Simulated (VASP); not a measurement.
# WC (Qusongite) (P-6m2) in VASP: further runs, part 2 of 2

VASP 6.6.1. The steps go on from the part before.

## Step 3: Single point, PBE

INCAR reads:

```
PREC = Accurate ; ENCUT = 600
EDIFF = 1E-6 ; ISMEAR = 0
SIGMA = 0.028999999999999998 ; LREAL = F
LASPH = T ; NELM = 120
ALGO = Normal ; ISIF = 2
LWAVE = F ; LCHARG = T
GGA = PE ; LELF = T
LVHAR = T ; NBANDS = 16
GGA_COMPAT = F
```

KPOINTS reads:

```
regular mesh
0
Gamma
  10 10 9
```

POSCAR reads:

```
WC
1.0
    2.9065000000      0.0000000000      0.0000000000
   -1.4532500000      2.5171028361      0.0000000000
    0.0000000000      0.0000000000      2.8366000000
W C
1 1
Direct
    0.0000000000      0.0000000000      0.0000000000
    0.6666666667      0.3333333333      0.5000000000
```

Potentials or basis: VASP PAW PBE potentials, release 64 (W_sv, C).

Started as:

```console
$ cat potpaw_PBE.64/W_sv/POTCAR potpaw_PBE.64/C/POTCAR > POTCAR
$ mpirun -np 1 vasp_std > vasp.out
```

OUTCAR:

```text
PREC = Accurate
   ENCUT = 600
   EDIFF = 1E-6
   ISMEAR = 0
   LREAL = F
   LASPH = T
   NELM = 120
   ISIF = 2
   GGA = PE

 ion  position               nearest neighbor table
   1  0.000  0.000  0.000-   2 2.20   2 2.20   2 2.20   2 2.20   2 2.20   2 2.20
   2  0.667  0.333  0.500-   1 2.20   1 2.20   1 2.20   1 2.20   1 2.20   1 2.20

  LATTYP: Found a hexagonal cell.
 ALAT       =     2.9065000000
 C/A-ratio  =     0.9759504559

  Lattice vectors:

[... 192 lines left out ...]
      5      -3.3759      2.00000
      6       6.7667      2.00000
[... 433 lines left out ...]
      3     -27.0245      2.00000
      4     -26.8768      2.00000
      5       0.0588      2.00000
      6       4.1810      2.00000
[... 8 lines left out ...]
     15      24.4767      0.00000
     16      28.5243      0.00000

 [... further k-points ...]
[... 5 lines left out ...]
  --------------------------------------------------------------------------------------
  -------------------------------------------------------------------------------------
  Total        0.8904234      0.8904234      0.8034198      0.0000000      0.0000000      0.0000000
  in kB       68.7444667     68.7444667     62.0274189      0.0000000      0.0000000      0.0000000
  external PRESSURE =      66.5054508 kB  Pullay stress =       0.0000000 kB

 VOLUME and BASIS-vectors are now :
 -----------------------------------------------------------------------------
  energy-cutoff  :      600.00
  volume of cell :       20.75
      direct lattice vectors                 reciprocal lattice vectors
     2.906500000  0.000000000  0.000000000     0.344056425  0.198641070  0.000000000
    -1.453250000  2.517102836  0.000000000     0.000000000  0.397282139  0.000000000
     0.000000000  0.000000000  2.836600000     0.000000000  0.000000000  0.352534725

 POSITION                                       TOTAL-FORCE (eV/Angst)
 -----------------------------------------------------------------------------------
      0.00000      0.00000      0.00000        -0.000000      0.000000      0.000000
      1.45325      0.83903      1.41830         0.000000     -0.000000      0.000000
 -----------------------------------------------------------------------------------
    total drift:                                0.000000     -0.000000      0.000000

  FREE ENERGIE OF THE ION-ELECTRON SYSTEM (eV)
  ---------------------------------------------------
  free  energy   TOTEN  =       -22.4462921116 eV

  energy  without entropy=      -22.4459840373  energy(sigma->0) =      -22.44613807
```

Run time: 25 s. Hardware: 1 thread of Intel Xeon 8259CL, shared host; peak memory 0.16 GiB.

Results:

```
Free energy            : -22.4463 eV
Pressure               : 6.7 GPa
Band gap on the k mesh : zero (band 9 reaches 11.73 eV, above the bottom of band 10 at 10.54 eV)
```

Caveat: spin-orbit coupling is left out, which moves the levels of the heavy elements.

## Step 4: Single point, PBE

INCAR reads:

```
  PREC = Accurate
  ENCUT = 910
  EDIFF = 1E-6
  ISMEAR = 0
  SIGMA = 0.026000000000000002
  LREAL = False
  LASPH = True
  NELM = 120
  ALGO = Normal
  ISIF = 2
  LWAVE = False
  LCHARG = True
  GGA = PE
  LELF = True
  LVHAR = True
  NBANDS = 16
  GGA_COMPAT = False
```

KPOINTS reads:

```
Automatic mesh
0
Gamma
  10 10 9
```

POSCAR is that of step 3.

Potentials or basis: VASP PAW PBE potentials, release 64 (W_sv, C_h).

Started as:

```console
$ cat potpaw_PBE.64/W_sv/POTCAR potpaw_PBE.64/C_h/POTCAR > POTCAR
$ mpirun -np 1 vasp_std > vasp.out
```

OUTCAR:

```text
PREC = Accurate
   ENCUT = 910
   EDIFF = 1E-6
   ISMEAR = 0
   LREAL = False
   LASPH = True
   NELM = 120
   ISIF = 2
   GGA = PE

 ion  position               nearest neighbor table
   1  0.000  0.000  0.000-   2 2.20   2 2.20   2 2.20   2 2.20   2 2.20   2 2.20
   2  0.667  0.333  0.500-   1 2.20   1 2.20   1 2.20   1 2.20   1 2.20   1 2.20

  LATTYP: Found a hexagonal cell.
 ALAT       =     2.9065000000
 C/A-ratio  =     0.9759504559

  Lattice vectors:

 A1 = (   2.9065000000,   0.0000000000,   0.0000000000)
 A2 = (  -1.4532500000,   2.5171028361,   0.0000000000)
 A3 = (   0.0000000000,   0.0000000000,   2.8366000000)

Analysis of symmetry for initial positions (statically):
=====================================================================
 Subroutine PRICEL returns:
 Original cell was already a primitive cell.

 Routine SETGRP: Setting up the symmetry group for a
 hexagonal supercell.

 Subroutine GETGRP returns: Found 12 space group operations
[... 157 lines left out ...]

 Free energy of the ion-electron system (eV)
  ---------------------------------------------------
  ext. energy  EPLUGINS =         0.00000000
  ---------------------------------------------------
  free energy    TOTEN  =       -22.45210632 eV

  energy without entropy =      -22.45183106  energy(sigma->0) =      -22.45196869

 E-fermi :  11.4228     XC(G=0): -13.8348

 val. band max:       11.3221854195   @ k =   0.0000   0.0000   0.3333
 cond. band min:      11.4252180515   @ k =   0.1000   0.0000   0.3333
 fundamental gap:      0.1030326320
 Fermi energy:        11.4227950065

 k-point     1 :       0.0000    0.0000    0.0000
  band No.  band energies     occupation
      1     -62.5886      2.00000
      2     -26.5729      2.00000
      3     -26.4661      2.00000
      4     -26.4661      2.00000
      5      -3.0437      2.00000
      6       7.0991      2.00000
[... 433 lines left out ...]
      3     -26.6924      2.00000
      4     -26.5447      2.00000
      5       0.3911      2.00000
      6       4.5126      2.00000
[... 8 lines left out ...]
     15      24.8087      0.00000
     16      28.8552      0.00000

 [... further k-points ...]
[... 5 lines left out ...]
  --------------------------------------------------------------------------------------
  -------------------------------------------------------------------------------------
  Total        0.8913029      0.8913029      0.8079192     -0.0000000     -0.0000000      0.0000000
  in kB       68.8123718     68.8123718     62.3747955     -0.0000000     -0.0000000      0.0000000
  external PRESSURE =      66.6665131 kB  Pullay stress =       0.0000000 kB

 VOLUME and BASIS-vectors are now :
 -----------------------------------------------------------------------------
  energy-cutoff  :      910.00
  volume of cell :       20.75
      direct lattice vectors                 reciprocal lattice vectors
     2.906500000  0.000000000  0.000000000     0.344056425  0.198641070  0.000000000
    -1.453250000  2.517102836  0.000000000     0.000000000  0.397282139  0.000000000
     0.000000000  0.000000000  2.836600000     0.000000000  0.000000000  0.352534725

 POSITION                                       TOTAL-FORCE (eV/Angst)
 -----------------------------------------------------------------------------------
      0.00000      0.00000      0.00000         0.000000      0.000000      0.000000
      1.45325      0.83903      1.41830        -0.000000      0.000000      0.000000
 -----------------------------------------------------------------------------------
    total drift:                               -0.000000      0.000000      0.000000

  FREE ENERGIE OF THE ION-ELECTRON SYSTEM (eV)
  ---------------------------------------------------
  free  energy   TOTEN  =       -22.4521063193 eV

  energy  without entropy=      -22.4518310601  energy(sigma->0) =      -22.45196869
```

It used 35 s of CPU time on 1 thread of AMD EPYC 7R13 Processor (Zen 3), with other jobs on the host.

What came out:

```yaml
Free_energy: -22.4521 eV
Pressure: 6.7 GPa
Band_gap_on_the_k_mesh: zero (band 9 reaches 12.06 eV, above the bottom of band 10 at 10.87 eV)
```

Caveat: the cutoff is under 1.25 times the usual one of these potentials, so pressure, stress and relaxed cells hold a basis-set (Pulay) error; spin-orbit coupling is left out, which moves the levels of the heavy elements.

## Step 5: Summary

| potentials or basis | cutoff (eV) | smearing | second run | gap on the mesh (eV) | pressure (GPa) |
| --- | --- | --- | --- | --- | --- |
| VASP PAW PBE potentials, release 64 (W_sv, C) | 600 | gaussian 0.019 eV | - | none | 6.6 |
| VASP PAW PBE potentials, release 64 (W_sv, C) | 600 | gaussian 0.029 eV | - | none | 6.7 |
| VASP PAW PBE potentials, release 64 (W_sv, C_h) | 910 | gaussian 0.026 eV | hard_potentials | none | 6.7 |

Alike in all rows: task single point; level PBE; no spin polarisation; cell as given; k mesh 10 × 10 × 9.

Caveats: spin-orbit coupling is left out, which moves the levels of the heavy elements; the cutoff is under 1.25 times the usual one of these potentials, so pressure, stress and relaxed cells hold a basis-set (Pulay) error (some runs).

Absolute energies hang on the potentials; compare differences alone.
